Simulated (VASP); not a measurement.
# SnO: single point with r2SCAN

Crystal: SnO.

```
Sn O
1.0
     3.27113    0.00000    0.00000
     0.00000    5.67410    0.00000
     0.00000    0.00000    4.22197
Sn O
2 2
Direct
  0.00000 0.23191 0.51314
  0.50000 0.76809 0.01314
  0.00000 0.89125 0.73686
  0.50000 0.10875 0.23686
```

This cell differs from its parent crystal: strain -0.0250 x Voigt [1, 0, 0, 0, 0, 0].

```json
{
 "Program": "VASP 6.6.1",
 "Task": "single point",
 "Functional": "r2SCAN",
 "Potentials or basis": "VASP PAW PBE potentials, release 64 (Sn_d, O)",
 "Cutoff": "520 eV",
 "k mesh": "8 × 6 × 6",
 "Occupations": "gaussian, width 0.05 eV",
 "Spin": "no spin polarisation"
}
```

The pressure is -0.3 GPa. The largest force is 0.251 eV/Å and the band gap on the k mesh is 1.73 eV (least direct gap 2.27 eV).

Forces on the atoms (eV/Å):
```
Sn   0.000 -0.219  0.024
Sn   0.000  0.219  0.024
O    0.000  0.250 -0.024
O    0.000 -0.250 -0.024
```

Stress tensor (GPa, compression positive):
```
 0.65  0.00  0.00
 0.00 -0.88  0.00
 0.00  0.00 -0.70
```

Levels at points of the mesh, in eV from the valence-band top:
```csv
k point,band 17,band 18,band 19,band 20,band 21,band 22,band 23,band 24
"(0.00, 0.00, 0.00)",-3.80,-2.82,-2.30,-0.02,3.13,3.71,6.51,6.52
"(0.50, 0.00, 0.00)",-2.84,-2.84,-1.15,-1.15,2.89,2.89,6.09,6.09
"(0.00, 0.50, 0.00)",-3.94,-2.84,-1.75,-1.50,3.67,4.43,5.29,5.97
"(0.50, 0.50, 0.00)",-2.90,-2.90,-0.81,-0.81,2.23,2.23,6.88,6.88
"(0.00, 0.00, 0.50)",-3.36,-3.36,-1.79,-1.79,3.28,3.28,5.76,5.76
"(0.50, 0.00, 0.50)",-3.31,-3.31,-1.00,-1.00,2.43,2.43,5.14,5.14
"(0.00, 0.50, 0.50)",-3.11,-3.11,-1.58,-1.58,2.33,2.33,6.71,6.71
"(0.50, 0.50, 0.50)",-3.58,-3.58,-0.38,-0.38,2.76,2.76,4.68,4.68
```

It took 2.8 min on 1 thread of Intel(R) Xeon(R) 6975P-C (Granite Rapids), with other jobs on the host, peak memory 0.27 GiB.

Caveat: the cell differs from its parent crystal (strain -0.0250 x Voigt [1, 0, 0, 0, 0, 0]); the PAW data sets were made with another functional, which shifts forces and pressure a little; spin-orbit coupling is left out, which moves the levels of the heavy elements. A k mesh can miss the band edges.
